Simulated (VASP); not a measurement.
The system is ZnCd3O4.

```
CELL_PARAMETERS angstrom
3.32530 0.00000 0.00000
0.00000 3.32530 0.00000
0.00000 0.00000 9.26878
ATOMIC_POSITIONS crystal
Zn 0.00000 0.00000 0.00000
Cd 0.50000 0.50000 0.24153
Cd 0.00000 0.00000 0.50000
Cd 0.50000 0.50000 0.75847
O 0.00000 0.00000 0.23188
O 0.50000 0.50000 0.50000
O 0.00000 0.00000 0.76812
O 0.50000 0.50000 0.00000
```

Base run:

```yaml
Program: VASP 6.6.1
Functional: PBEsol
Potentials_or_basis: VASP PAW PBE potentials, release 64 (Zn, Cd, O)
Cutoff: 600 eV
k_mesh: 12 × 12 × 4
Occupations: gaussian, width 0.1 eV
Spin: no spin polarisation
```

Its results: band gap on the k mesh zero (bands 36 and 37 overlap by 0.75 eV); pressure -5.4 GPa; largest force 0.026 eV/Å.

Q: The run is repeated on the same cell with these changes: functional from PBEsol to PBE. What comes out?

A: Band gap on the k mesh zero (bands 36 and 37 overlap by 0.65 eV); pressure 1.0 GPa; largest force 0.050 eV/Å.

PBE binds less tightly than PBEsol, so the same cell stands under more pressure.

Caveats: semilocal functionals underestimate gaps, so a narrow gap can read as zero; the cell stands under tension (at least some runs); the PAW data sets were made with another functional, which shifts forces and pressure a little (at least some runs).
